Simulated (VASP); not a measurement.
# Al17N15 (a cell with a defect) in VASP: further runs, part 2 of 2

VASP 6.6.1. The steps go on from the part before.

**4. Single point, r2SCAN**

POSCAR reads:

```
Al17N15
1.0
    6.2604124029      0.0000000578      0.0000000000
   -3.1302062515      5.4216761502      0.0000000000
    0.0000000000      0.0000000000     10.0361163407
Al N
17 15
Direct
    0.3372831771      0.1632900690      0.2553927567
    0.1681720677      0.3334208508      0.5009090680
    0.3309754638      0.1711614174      0.7582881645
    0.1674833620      0.3336906187      1.0100678755
    0.3374283742      0.6732714464      0.2542819475
    0.1986251228      0.8510469279      0.5154590177
    0.3303225919      0.6624626359      0.7576919200
    0.1731226373      0.8366306373      0.9931594875
    0.8277150542      0.1638339706      0.2540952880
    0.6527859208      0.3047072430      0.5152092806
    0.8390985069      0.1713548023      0.7578832168
    0.6640196694      0.3276501759      0.9933078936
    0.8328103324      0.6679970741      0.1868915431
    0.6505623242      0.8508412434      0.5148356476
    0.8338816881      0.6700355306      0.4164738539
    0.8331656068      0.6692127084      0.6700238734
    0.6627426569      0.8382587204      0.9930452046
    0.3348767644      0.1690690368      0.4453592936
    0.1687014487      0.3324341590      0.1976380802
    0.3283680499      0.1722108867      0.9435002087
    0.1676179595      0.3336938623      0.6921500911
    0.3328474328      0.6711656485      0.4434180403
    0.1888645698      0.8418063505      0.1783642038
    0.3270319908      0.6583232187      0.9419857691
    0.1812021536      0.8413805170      0.7083234127
    0.8305410722      0.1682807993      0.4431503277
    0.6587143486      0.3121587591      0.1785381270
    0.8426294512      0.1740466490      0.9422416616
    0.6608023851      0.3209445822      0.7083114916
    0.6572297426      0.8435663659      0.1784015716
    0.8315614063      0.6690941532      0.9707990089
    0.6604428930      0.8414179144      0.7070954208
```

INCAR.step1 reads:

```
PREC     = Accurate       # precision mode
ENCUT    = 580            # plane-wave cutoff, eV
ISMEAR   = -1             # smearing method
SIGMA    = 0.01           # smearing width, eV
LREAL    = Auto         
LASPH    = True           # aspherical terms in the spheres
NELM     = 120            # most SCF steps
NBANDS   = 85             # bands
NELECT   = 128.0        
GGA      = PE             # functional
ALGO     = Normal         # electronic algorithm
EDIFF    = 1E-5           # SCF threshold, eV
LWAVE    = True           # write WAVECAR
LCHARG   = False          # write CHGCAR
GGA_COMPAT= False
```

INCAR.step2 reads:

```
PREC     = Accurate       # precision mode
ENCUT    = 580            # plane-wave cutoff, eV
EDIFF    = 1E-6           # SCF threshold, eV
ISMEAR   = -1             # smearing method
SIGMA    = 0.01           # smearing width, eV
LREAL    = Auto         
LASPH    = True           # aspherical terms in the spheres
NELM     = 120            # most SCF steps
ALGO     = Normal         # electronic algorithm
ISIF     = 2              # what is computed and relaxed
LWAVE    = False          # write WAVECAR
LCHARG   = False          # write CHGCAR
METAGGA  = R2SCAN         # meta-GGA
LMIXTAU  = True         
NBANDS   = 85             # bands
NELECT   = 128.0        
ISTART   = 1            
GGA_COMPAT= False
```

KPOINTS reads:

```
Automatic mesh
0
Gamma
  1 1 1
  0.25 0.25 0.25
```

Launch:

```console
$ cat potpaw_PBE.64/Al/POTCAR potpaw_PBE.64/N/POTCAR > POTCAR
$ cp INCAR.step1 INCAR
$ mpirun -np 1 vasp_std > vasp.out
$ cp INCAR.step2 INCAR
$ mpirun -np 1 vasp_std > vasp.out
```

Wall time 35 min (1 thread of Intel Xeon 8259CL, shared host); peak memory 0.58 GiB.

It converged, with:

```yaml
Free_energy: -276.8455 eV
Largest_force: 0.430 eV/Å
```

Forces in eV/Å, atoms in the order of the input:
```
Al   0.156 -0.086 -0.149
Al  -0.327  0.187 -0.023
Al   0.140 -0.088  0.106
Al  -0.126  0.070 -0.029
Al   0.058 -0.018  0.001
Al  -0.143  0.010 -0.011
Al   0.120 -0.014  0.020
Al  -0.182  0.048  0.121
Al   0.058 -0.056  0.005
Al  -0.093  0.111 -0.014
Al   0.071 -0.099  0.020
Al  -0.135  0.133  0.122
Al   0.219 -0.123 -0.022
Al  -0.038  0.015 -0.106
Al   0.034 -0.037  0.315
Al   0.145 -0.088 -0.115
Al  -0.091  0.048  0.090
N    0.339 -0.227 -0.134
N   -0.124  0.064 -0.018
N    0.163 -0.069 -0.221
N   -0.134  0.095  0.023
N    0.192 -0.056  0.157
N   -0.216  0.183 -0.034
N    0.215 -0.006  0.027
N   -0.098  0.081 -0.208
N    0.138 -0.098  0.181
N   -0.247  0.092 -0.047
N    0.116 -0.183  0.009
N   -0.132  0.054 -0.216
N   -0.161  0.108 -0.083
N    0.287 -0.155  0.195
N   -0.203  0.106  0.038
```

Levels at points of the mesh, in eV from the Fermi level:
| k point | band 60 | band 61 | band 62 | band 63 | band 64 | band 65 | band 66 | band 67 | band 68 | band 69 |
| --- | --- | --- | --- | --- | --- | --- | --- | --- | --- | --- |
| (0.25, 0.25, 0.25) | -3.84 | -3.48 | -1.04 | -0.84 | -0.29 | 1.81 | 2.47 | 2.97 | 3.12 | 3.38 |

Caveat: the k points lie up to 0.58 Å⁻¹ apart; the cell carries a net charge on a neutralising background, which shifts energy and pressure; the cell is charged against a uniform background, so pressure and absolute levels hang on convention; the PAW data sets were made with another functional, which shifts forces and pressure a little.

**5. Single point, PBE, collinear spin**

INCAR reads:

```
  ALGO = Normal
  EDIFF = 1E-6
  ENCUT = 520
  GGA = PE
  GGA_COMPAT = F
  ISIF = 2
  ISMEAR = -1
  ISPIN = 2
  LASPH = T
  LCHARG = F
  LORBIT = 11
  LREAL = Auto
  LWAVE = F
  MAGMOM = 0 -0.01 0 0 0 0.02 0 0 0 0.02 0 0 -0.01 0.03 0.24 -0.01 0 0.11 -0.02 0 -0.01 0.16 0 0 0 0.16 0 -0.01 -0.01 0 -0.02 0
  NBANDS = 89
  NELECT = 127.0
  NELM = 200
  NUPDOWN = 1.0
  PREC = Accurate
  SIGMA = 0.01
```

KPOINTS reads:

```
k-points
0
Gamma
  1 1 1
```

POSCAR reads:

```
Al17N15
1.0
    6.2604124029      0.0000000578      0.0000000000
   -3.1302062515      5.4216761502      0.0000000000
    0.0000000000      0.0000000000     10.0361163407
Al N
17 15
Direct
    0.3359773250      0.1617716288      0.2526866231
    0.1659993702      0.3338790581      0.4984298779
    0.3306845871      0.1706775658      0.7566591480
    0.1672733623      0.3319437125      1.0089448621
    0.3378676407      0.6711961062      0.2520970491
    0.1943985369      0.8584460825      0.5180440400
    0.3294432652      0.6583558275      0.7567072904
    0.1751695489      0.8355635412      0.9886342327
    0.8278181089      0.1611969049      0.2520707564
    0.6472459374      0.3122603348      0.5169418777
    0.8413072668      0.1707372248      0.7566381860
    0.6635269374      0.3241072545      0.9888780553
    0.8370338431      0.6610769828      0.1942110111
    0.6498008164      0.8493013452      0.5223339093
    0.8340974269      0.6752123999      0.4157634044
    0.8339874668      0.6672362737      0.7344033444
    0.6638190293      0.8355763486      0.9908166730
    0.3338666432      0.1718742988      0.4426163616
    0.1682230787      0.3309340996      0.1968433652
    0.3282129921      0.1711485521      0.9402932603
    0.1676338238      0.3318666967      0.6897412147
    0.3319498789      0.6758759077      0.4443272038
    0.1877932215      0.8384671964      0.1722799317
    0.3282549830      0.6560559750      0.9402955823
    0.1821483022      0.8391392390      0.7067210666
    0.8241937138      0.1677024582      0.4442716967
    0.6597564229      0.3110845121      0.1726044012
    0.8429319679      0.1710777469      0.9404038620
    0.6621686390      0.3194604584      0.7061465309
    0.6624772949      0.8362118432      0.1761481568
    0.8324613059      0.6667452205      0.9389381579
    0.6613807578      0.8386856848      0.7076193338
```

Potentials or basis: VASP PAW PBE potentials, release 64 (Al, N).

Launch:

```console
$ cat potpaw_PBE.64/Al/POTCAR potpaw_PBE.64/N/POTCAR > POTCAR
$ mpirun -np 1 vasp_gam > vasp.out
```

OUTCAR:

```text
EDIFF = 1E-6
   ENCUT = 520
   GGA = PE
   ISIF = 2
   ISMEAR = -1
   ISPIN = 2
   LASPH = T
   LORBIT = 11
   LREAL = Auto
   NELECT = 127.0
   NELM = 200
   NUPDOWN = 1.0
   PREC = Accurate

 ion  position               nearest neighbor table
   1  0.336  0.162  0.253-  18 1.91  19 1.91  23 1.93  27 1.93   4 3.06   5 3.08   9 3.08   2 3.09
                             6 3.13  10 3.14   9 3.18   5 3.18  13 3.18  13 3.19   8 3.19  12 3.19
   2  0.166  0.334  0.498-  18 1.87  21 1.92  26 1.93  22 1.93   5 3.08   6 3.08   9 3.08   1 3.09
                            10 3.09   7 3.13  11 3.13  14 3.14   3 3.14  14 3.15  10 3.19   6 3.20
   3  0.331  0.171  0.757-  20 1.84  25 1.87  29 1.87  21 1.88   6 2.94  12 2.95   8 2.95  10 2.96
                             7 3.06  11 3.06   4 3.08  16 3.14  16 3.14   2 3.14  11 3.20   7 3.20
   4  0.167  0.332  0.009-  20 1.88  19 1.89  24 1.89  28 1.89   5 3.06   9 3.06   1 3.06   3 3.08
                            11 3.09   7 3.09   8 3.14  17 3.14  12 3.14  17 3.14  12 3.14   8 3.14
   5  0.338  0.671  0.252-  23 1.90  30 1.92  19 1.93  22 1.93   4 3.06   9 3.07   2 3.08   1 3.08
                            13 3.16  17 3.16   1 3.18   8 3.18   9 3.19  14 3.20  13 3.21   6 3.22
   6  0.194  0.858  0.518-  18 1.86  22 1.89  25 1.90  15 2.21  10 2.84  14 2.88  16 2.92   3 2.94
[... 453 lines left out ...]
  energy-cutoff  :      520.00
  volume of cell :      340.65
      direct lattice vectors                 reciprocal lattice vectors
     6.260412403  0.000000058  0.000000000     0.159733885  0.092222403  0.000000000
    -3.130206252  5.421676150  0.000000000    -0.000000002  0.184444804  0.000000000
     0.000000000  0.000000000 10.036116341     0.000000000  0.000000000  0.099640136

 POSITION                                       TOTAL-FORCE (eV/Angst)
 -----------------------------------------------------------------------------------
      1.59698      0.87707      2.53599         0.108456     -0.001030     -1.182192
     -0.00589      1.81018      5.00230        -0.612537      0.372745     -0.398311
      1.53597      0.92536      7.59392         0.420706     -0.248958     -0.335551
      0.00815      1.79969      0.08977        -0.087740      0.033147     -0.774988
      0.01421      3.63901      2.53008         0.135042     -0.103303     -0.761042
     -1.47010      4.65422      5.19915         2.120730      0.708155      0.935027
[... 24 lines left out ...]
      3.12450      3.61488      9.42329         0.252781     -0.132092      0.828377
      1.51526      4.54708      7.10175         0.305268     -0.179510      0.404756
 -----------------------------------------------------------------------------------
    total drift:                                0.008461      0.004879      0.008843

  FREE ENERGIE OF THE ION-ELECTRON SYSTEM (eV)
  ---------------------------------------------------
  free  energy   TOTEN  =      -202.4604624999 eV

  energy  without entropy=     -202.4485597582  energy(sigma->0) =     -202.45451113

 total charge

# of ion       s       p       d       tot
------------------------------------------
    1        0.344   0.421   0.000   0.765
    2        0.345   0.434   0.000   0.779
    3        0.353   0.474   0.000   0.827
    4        0.351   0.455   0.000   0.806
    5        0.344   0.424   0.000   0.768
    6        0.386   0.492   0.000   0.878
[... 24 lines left out ...]
   31        1.211   2.633   0.000   3.844
   32        1.219   2.700   0.000   3.919
--------------------------------------------------
tot         24.396  48.202   0.000  72.597

 magnetization (x)

# of ion       s       p       d       tot
------------------------------------------
    1       -0.004  -0.001   0.000  -0.005
    2       -0.015  -0.009   0.000  -0.024
    3        0.000   0.001   0.000   0.001
    4       -0.003  -0.002   0.000  -0.004
    5       -0.005  -0.001   0.000  -0.006
    6        0.008   0.030   0.000   0.037
[... 24 lines left out ...]
   31       -0.017   0.002   0.000  -0.015
   32       -0.012   0.007   0.000  -0.004
--------------------------------------------------
tot         -0.156   0.766   0.000   0.610
```

stdout:

```text
POSCAR found type information on POSCAR AlN
 POSCAR found :  2 types and      32 ions
 scaLAPACK will be used
 LDA part: xc-table for (Slater+PW92), standard interpolation
 POSCAR, INCAR and KPOINTS ok, starting setup
 FFT: planning ... GRIDC
 FFT: planning ... GRID_SOFT
 FFT: planning ... GRID
 WAVECAR not read
 entering main loop
 the old and the new charge density differ
 old charge density:   126.00000 new  127.00000
    0.355E+01
```

Run time: 7.1 min. Hardware: 1 thread of Intel Xeon 8259CL, shared host; peak memory 0.56 GiB.

What came out:

| Property | Result |
| --- | --- |
| Free energy | -202.4605 eV |
| Largest force | 2.429 eV/Å |
| Net moment | 1.00 μB per cell |
| Site moments | Al -0.01, -0.02, +0.00, -0.00, +0.04, +0.06, +0.25 (each value once); N +0.10, -0.02, -0.00, -0.01, +0.14 (each value once) μB |
| Valence electrons inside the program's atomic spheres | Al 0.77, 0.78, 0.83, 0.81, 0.88, 0.87, 0.84, 1.17, 0.76, 0.80 (each value once); N 3.91, 3.87, 3.92, 3.89, 3.86, 3.88, 3.84 (each value once) |

Forces on the atoms (eV/Å):
```
Al   0.108 -0.001 -1.182
Al  -0.613  0.373 -0.398
Al   0.421 -0.249 -0.336
Al  -0.088  0.033 -0.775
Al   0.135 -0.103 -0.761
Al   2.121  0.708  0.935
Al   0.098  0.244 -0.423
Al  -0.195  0.091 -0.496
Al   0.143 -0.066 -0.757
Al   0.422 -2.220  0.891
Al  -0.149 -0.215 -0.398
Al  -0.162  0.111 -0.497
Al   0.038 -0.035 -1.502
Al  -2.061  1.177  0.296
Al  -0.120  0.084 -0.561
Al   0.243 -0.152  0.535
Al  -0.077  0.047 -0.430
N    0.062  0.041 -0.088
N   -0.157  0.054  0.934
N    0.131 -0.060  0.344
N   -0.076  0.065 -0.234
N    0.139 -0.578  0.047
N   -0.405  0.037  0.877
N    0.185 -0.083  0.384
N   -0.756 -0.069  0.267
N    0.441  0.191  0.061
N   -0.213  0.325  0.861
N    0.167 -0.116  0.377
N   -0.329  0.663  0.237
N   -0.010  0.015  0.561
N    0.253 -0.132  0.828
N    0.305 -0.180  0.405
```

Caveat: the k points lie up to 1.16 Å⁻¹ apart, too coarse for converged energies, forces and pressures; the cell carries a net charge on a neutralising background, which shifts energy and pressure; the cell is charged against a uniform background, so pressure and absolute levels hang on convention; the total moment is fixed, so each spin has its own Fermi level and the state may be an excited one.
